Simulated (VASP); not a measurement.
The system is Sn4SeS3.

```
CELL_PARAMETERS angstrom
4.17598 0.00000 0.00000
0.00000 4.17598 0.00000
0.00000 0.00000 11.80667
ATOMIC_POSITIONS crystal
Sn 0.00000 0.00000 0.00000
Sn 0.50000 0.50000 0.24474
Sn 0.00000 0.00000 0.50000
Sn 0.50000 0.50000 0.75526
Se 0.50000 0.50000 0.50000
S 0.00000 0.00000 0.75187
S 0.50000 0.50000 0.00000
S 0.00000 0.00000 0.24813
```

Base run:

| Item | Value |
| --- | --- |
| Program | VASP 6.6.1 |
| Functional | PBE |
| Potentials or basis | VASP PAW PBE potentials, release 64 (Sn_d, Se, S) |
| Cutoff | 520 eV |
| k mesh | 6 × 6 × 2 |
| Occupations | gaussian, width 0.2 eV |
| Spin | no spin polarisation |

Its results: band gap on the k mesh 0.43 eV; pressure -0.2 GPa; largest force 0.021 eV/Å.

Task: The run is repeated on the same cell with these changes: k mesh from 6 × 6 × 2 to 4 × 4 × 2; occupations from gaussian, width 0.2 eV to gaussian, width 0.1 eV. What comes out?

Result: Band gap on the k mesh 0.43 eV; pressure -0.6 GPa; largest force 0.044 eV/Å.

Caveats: spin-orbit coupling is left out, which moves the levels of the heavy elements.

A k mesh can miss the band edges.
